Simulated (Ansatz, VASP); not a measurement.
**TaN: VASP beside Ansatz**

```
Ta N
1.0
     5.13315    0.00000    0.00000
    -2.56657    4.44544    0.00000
     0.00000    0.00000    2.90800
Ta N
3 3
Direct
  0.00000 0.00000 0.00000
  0.33333 0.66667 0.50000
  0.66667 0.33333 0.50000
  0.50000 0.00000 0.00000
  0.50000 0.50000 0.00000
  0.00000 0.50000 0.00000
```

Change from the starting cell: equal xx and yy strain of -1 %.

Alike in both runs: task single point; functional LDA; k mesh 5 × 5 × 8; occupations fermi-dirac, width 0.03 eV; no spin polarisation.

```csv
,VASP,Ansatz
version,VASP 6.6.1,Ansatz 0.2.0
potentials or method,"VASP PAW LDA potentials, release 64 (Ta_pv, N), cutoff 520 eV","all-electron LAPW, scalar-relativistic"
```

|  | VASP | Ansatz | Ansatz less VASP |
| --- | --- | --- | --- |
| pressure (GPa) | 3.0 | 1.0 | -1.97 |
| traceless stress, the component that is largest in VASP (GPa) | -2.44 | -2.99 | -0.556 |

LDA's correlation is that of Perdew and Zunger in VASP and of Perdew and Wang (1992) in Ansatz. Ansatz ran all-electron here, and VASP with PAW potentials.

Spin-orbit coupling is off throughout.
